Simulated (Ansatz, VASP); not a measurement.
## Two plane-wave programs on Os

```
CELL_PARAMETERS angstrom
2.73410 0.00000 0.00000
-1.36705 2.37964 0.00000
0.00000 0.00000 4.31970
ATOMIC_POSITIONS crystal
Os 0.33333 0.66667 0.25000
Os 0.66667 0.33333 0.75000
```

Change from the starting cell: strain +0.0050 x Voigt [0, 1, 0, 0, 0, 0], atoms carried along.

Alike in both runs: task single point; functional PBE; k mesh 18 × 18 × 12; occupations gaussian, width 0.15 eV; no spin polarisation.

|  | VASP | Ansatz |
| --- | --- | --- |
| version | VASP 6.6.1 | Ansatz 0.2.0 |
| potentials or method | VASP PAW PBE potentials, release 64 (Os), cutoff 520 eV | scalar-relativistic, plane waves, PAW |
| valence electrons in the cell | 16 | 32 |

|  | VASP | Ansatz | Ansatz less VASP |
| --- | --- | --- | --- |
| gap on the k mesh at the Fermi level (eV) | none | none | - |
| pressure (GPa) | 6.6 | 6.6 | +0.03 |
| traceless stress, the component that is largest in VASP (GPa) | -1.87 | -1.93 | -0.054 |
| rms of the force components (eV/Å) | 0.007 | 0.008 | +0.0003 |

Atom by atom the forces differ by 0.000 eV/Å (rms over components). A gap of «none» marks a metal or a gap that the smearing closes. VASP's potentials hold 16 valence electrons a cell and Ansatz's 32, so a difference there can come from the potentials and not from the codes.

Spin-orbit coupling is off throughout.
